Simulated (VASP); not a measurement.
# LiF (Fm-3m) in VASP: elastic constants with PBE

Aim: the elastic constants of LiF with PBE.

All numbers are computed with VASP 6.6.1; they aren't measurements. Logs are shortened: lines on timing, memory, paths and dates and some standing lists are left out, and cuts for length are marked.

**1. The cell of the first run**

The structure is cubic, space group Fm-3m (No. 225). Conventional cell: a = 4.068 Å, b = 4.068 Å, c = 4.068 Å, α = 90.00°, β = 90.00°, γ = 90.00°. Li (site symmetry m-3m) has 6 F at 2.03 Å within 2.7 Å. F (site symmetry m-3m) has 6 Li at 2.03 Å within 2.7 Å.

**2. Elastic constants, PBE**

INCAR reads:

```
PREC = Accurate
ENCUT = 600
EDIFF = 1E-8
ISMEAR = 0
SIGMA = 0.01
LREAL = False
LASPH = True
NELM = 60
ALGO = Normal
ISIF = 3
LWAVE = False
LCHARG = True
GGA = PE
IBRION = 6
NFREE = 2
POTIM = 0.015
NSW = 1
```

KPOINTS reads:

```
regular mesh
0
Gamma
  12 12 12
```

POSCAR reads:

```
LiF
1.0
    0.0000000000      2.0340657607      2.0340657607
    2.0340657607      0.0000000000      2.0340657607
    2.0340657607      2.0340657607      0.0000000000
Li F
1 1
Direct
    0.5000000000      0.5000000000      0.5000000000
    0.0000000000      0.0000000000      0.0000000000
```

Potentials or basis: VASP PAW PBE potentials, release 64 (Li_sv, F).

Command:

```
> cat potpaw_PBE.64/Li_sv/POTCAR potpaw_PBE.64/F/POTCAR > POTCAR
> mpirun -np 1 vasp_std > vasp.out
```

OUTCAR:

```text
PREC = Accurate
   ENCUT = 600
   EDIFF = 1E-8
   ISMEAR = 0
   LREAL = False
   LASPH = True
   NELM = 60
   ISIF = 3
   GGA = PE
   IBRION = 6
   NFREE = 2
   POTIM = 0.015
   NSW = 1

 ion  position               nearest neighbor table
   1  0.500  0.500  0.500-   2 2.03   2 2.03   2 2.03   2 2.03   2 2.03   2 2.03
   2  0.000  0.000  0.000-   1 2.03   1 2.03   1 2.03   1 2.03   1 2.03   1 2.03

  LATTYP: Found a face centered cubic cell.
 ALAT       =     4.0681315214

  Lattice vectors:

 A1 = (   0.0000000000,   2.0340657607,   2.0340657607)
 A2 = (   2.0340657607,   0.0000000000,   2.0340657607)
 A3 = (   2.0340657607,   2.0340657607,   0.0000000000)

Analysis of symmetry for initial positions (statically):
=====================================================================
 Subroutine PRICEL returns:
 Original cell was already a primitive cell.

 Routine SETGRP: Setting up the symmetry group for a
 face centered cubic supercell.

 Subroutine GETGRP returns: Found 48 space group operations
 (whereof 48 operations were pure point group operations)
 out of a pool of 48 trial point group operations.

The static configuration has the point symmetry O_h .

Analysis of symmetry for dynamics (positions and initial velocities):
=====================================================================
 Subroutine PRICEL returns:
 Original cell was already a primitive cell.

 Routine SETGRP: Setting up the symmetry group for a
 face centered cubic supercell.

 Subroutine GETGRP returns: Found 48 space group operations
 (whereof 48 operations were pure point group operations)
 out of a pool of 48 trial point group operations.

The dynamic configuration has the point symmetry O_h .

 Subroutine INISYM returns: Found 48 space group operations
 (whereof 48 operations are pure point group operations),
 and found     1 'primitive' translations

----------------------------------------------------------------------------------------

                                     Primitive cell

  volume of cell :      16.8316

  direct lattice vectors                    reciprocal lattice vectors
     0.000000000  2.034065761  2.034065761    -0.245813095  0.245813095  0.245813095
     2.034065761  0.000000000  2.034065761     0.245813095 -0.245813095  0.245813095
     2.034065761  2.034065761  0.000000000     0.245813095  0.245813095 -0.245813095

  length of vectors
     2.876603386  2.876603386  2.876603386     0.425760770  0.425760770  0.425760770

  position of ions in fractional coordinates (direct lattice)
     0.500000000  0.500000000  0.500000000
     0.000000000  0.000000000  0.000000000

  ion indices of the primitive-cell ions
   primitive index   ion index
                 1           1
                 2           2

----------------------------------------------------------------------------------------

 KPOINTS: regular mesh

Automatic generation of k-mesh.
 Grid dimensions read from file:
 generate k-points for:   12   12   12

 Generating k-lattice:

  Cartesian coordinates                     Fractional coordinates (reciprocal lattice)
    -0.020484425  0.020484425  0.020484425     0.083333333  0.000000000  0.000000000
[... 110 lines left out ...]
  energy without entropy =       -9.64319547  energy(sigma->0) =       -9.64319547

------------------------ aborting loop because EDIFF is reached ----------------------------------------

  FORCE on cell =-STRESS in cart. coord.  units (eV):
  Direction    XX          YY          ZZ          XY          YZ          ZX
  --------------------------------------------------------------------------------------
  -------------------------------------------------------------------------------------
  Total       -0.0788415     -0.0788415     -0.0788415     -0.0000000     -0.0000000      0.0000000
  in kB       -7.5048239     -7.5048239     -7.5048239     -0.0000000     -0.0000000      0.0000000
  external PRESSURE =      -7.5048239 kB  Pullay stress =       0.0000000 kB
[... 89 lines left out ...]
  FREE ENERGIE OF THE ION-ELECTRON SYSTEM (eV)
  ---------------------------------------------------
  free  energy   TOTEN  =        -9.6430349793 eV

  energy  without entropy=       -9.6430349793  energy(sigma->0) =       -9.64303498

[... ionic steps 4 to 14 ...]

--------------------------------------- Ionic step       15  -------------------------------------------

 number of electron       9.9999993 magnetization

------------------------ aborting loop because EDIFF is reached ----------------------------------------
[... 67 lines left out ...]
--------------------------------------- Ionic step       17  -------------------------------------------

 number of electron       9.9999996 magnetization

 Free energy of the ion-electron system (eV)
  ---------------------------------------------------
  ext. energy  EPLUGINS =         0.00000000
  ---------------------------------------------------
  free energy    TOTEN  =        -9.64304276 eV

  energy without entropy =       -9.64304276  energy(sigma->0) =       -9.64304276

 E-fermi :  -1.0830     XC(G=0):  -9.8392

 val. band max:       -1.1983336348   @ k =   0.0000   0.0000   0.0000
 cond. band min:       7.6302049416   @ k =   0.0000   0.0000   0.0000
 fundamental gap:      8.8285385765
 Fermi energy:        -1.0829890670

 k-point     1 :       0.0000    0.0000    0.0000
  band No.  band energies     occupation
      1     -42.1826      2.00000
      2     -21.0925      2.00000
      3      -1.1987      2.00000
      4      -1.1983      2.00000
      5      -1.1983      2.00000
      6       7.6302      0.00000
      7      22.3597      0.00000
      8      22.3597      0.00000
      9      22.3802      0.00000
[... 265 lines left out ...]
 k-point    24 :      -0.4167    0.1667    0.0000
  band No.  band energies     occupation
      1     -42.1272      2.00000
      2     -20.6155      2.00000
      3      -3.4865      2.00000
      4      -2.0819      2.00000
      5      -1.5336      2.00000
      6      10.4719      0.00000
      7      14.5228      0.00000
      8      17.5267      0.00000
      9      17.7135      0.00000

 [... further k-points ...]

------------------------ aborting loop because EDIFF is reached ----------------------------------------

  FORCE on cell =-STRESS in cart. coord.  units (eV):
  Direction    XX          YY          ZZ          XY          YZ          ZX
  --------------------------------------------------------------------------------------
  -------------------------------------------------------------------------------------
  Total       -0.0756279     -0.0790616     -0.0790616      0.0000000     -0.0000000      0.0000000
  in kB       -7.1989270     -7.5257761     -7.5257761      0.0000000     -0.0000000      0.0000000
  external PRESSURE =      -7.4168264 kB  Pullay stress =       0.0000000 kB
[... 17 lines left out ...]
  FREE ENERGIE OF THE ION-ELECTRON SYSTEM (eV)
  ---------------------------------------------------
  free  energy   TOTEN  =        -9.6430427584 eV

  energy  without entropy=       -9.6430427584  energy(sigma->0) =       -9.64304276

 INTERNAL STRAIN TENSORS FROM STRAINED CELLS
 ============================================

 INTERNAL STRAIN TENSOR FOR ION    1 for displacements in x,y,z  (eV/Angst):
          X           Y           Z          XY          YZ          ZX
  --------------------------------------------------------------------------------
  x     0.00000     0.00000    -0.00000    -0.00000     0.00000    -0.00000
  y    -0.00000     0.00000     0.00000    -0.00000    -0.00000    -0.00000
  z     0.00000    -0.00000    -0.00000     0.00000    -0.00000    -0.00000

 INTERNAL STRAIN TENSORS FROM DISPLACED ATOMS
 ============================================

 INTERNAL STRAIN TENSOR FOR ION    1 for displacements in x,y,z  (eV/Angst):
          X           Y           Z          XY          YZ          ZX
  --------------------------------------------------------------------------------
  x     0.00000     0.00000     0.00000     0.00000     0.00000     0.00000
  y     0.00000     0.00000     0.00000     0.00000     0.00000     0.00000
  z     0.00000     0.00000     0.00000     0.00000     0.00000     0.00000

 INTERNAL STRAIN TENSOR FOR ION    2 for displacements in x,y,z  (eV/Angst):
          X           Y           Z          XY          YZ          ZX
  --------------------------------------------------------------------------------
  x     0.00000     0.00000     0.00000     0.00000     0.00000     0.00000
  y     0.00000     0.00000     0.00000     0.00000     0.00000     0.00000
  z     0.00000     0.00000     0.00000     0.00000     0.00000     0.00000

 Eigenvectors and eigenvalues of the dynamical matrix
 ----------------------------------------------------

   1 f  =    8.156722 THz    51.250194 2PiTHz  272.078952 cm-1    33.733476 meV
             X         Y         Z           dx          dy          dz
      2.034066  2.034066  2.034066    -0.097597   -0.819615   -0.226564
      0.000000  0.000000  0.000000     0.058959    0.495141    0.136870
[... 21 lines left out ...]
   6 f/i=    0.019861 THz     0.124791 2PiTHz    0.662495 cm-1     0.082139 meV
             X         Y         Z           dx          dy          dz
      2.034066  2.034066  2.034066     0.500070    0.130833    0.013693
      0.000000  0.000000  0.000000     0.827774    0.216570    0.022666

--------------------------------------------------------------------------------------------------------

 ELASTIC MODULI CONTR FROM IONIC RELAXATION (kBar)
 Direction    XX          YY          ZZ          XY          YZ          ZX
 --------------------------------------------------------------------------------
 XX           0.0000      0.0000      0.0000      0.0000      0.0000      0.0000
 YY           0.0000      0.0000      0.0000      0.0000      0.0000      0.0000
 ZZ           0.0000      0.0000      0.0000      0.0000      0.0000      0.0000
 XY           0.0000      0.0000      0.0000      0.0000      0.0000      0.0000
 YZ           0.0000      0.0000      0.0000      0.0000      0.0000      0.0000
 ZX           0.0000      0.0000      0.0000      0.0000      0.0000      0.0000
 --------------------------------------------------------------------------------

 TOTAL ELASTIC MODULI (kBar)
 Direction    XX          YY          ZZ          XY          YZ          ZX
 --------------------------------------------------------------------------------
 XX        1067.8528    439.3253    439.3253      0.0000      0.0000      0.0000
 YY         439.3253   1067.8528    439.3253     -0.0000      0.0000      0.0000
 ZZ         439.3253    439.3253   1067.8528      0.0000      0.0000     -0.0000
 XY           0.0000     -0.0000      0.0000    594.6800      0.0000      0.0000
 YZ           0.0000      0.0000      0.0000      0.0000    594.6800      0.0000
 ZX           0.0000      0.0000     -0.0000      0.0000      0.0000    594.6800
 --------------------------------------------------------------------------------
```

It took 11 min on 1 thread of AMD EPYC 7R43 (Zen 3), shared host; peak memory 0.24 GiB.

What came out:

| Quantity | Value |
| --- | --- |
| Elastic constants C11, C12, C44 | 107, 44, 59 GPa |
| Voigt bulk modulus | 65 GPa |
| Highest phonon frequency at Γ, LO-TO splitting left out | 272 cm⁻¹ |

Phonon frequencies in cm⁻¹ (negative: imaginary):
```tsv
q point	frequencies
(0.000, 0.000, 0.000)	-1 -1 -1 272 272 272
```

Elastic tensor in Voigt notation (GPa, in the Cartesian axes of the cell as first typed):
```
107  44  44   0   0   0
 44 107  44   0   0   0
 44  44 107   0   0   0
  0   0   0  59   0   0
  0   0   0   0  59   0
  0   0   0   0   0  59
```

Clamped-ion elastic tensor (GPa):
```
107  44  44   0   0   0
 44 107  44   0   0   0
 44  44 107   0   0   0
  0   0   0  59   0   0
  0   0   0   0  59   0
  0   0   0   0   0  59
```

Caveat: the cutoff is under 1.25 times the usual one of these potentials, so pressure, stress and relaxed cells hold a basis-set (Pulay) error.
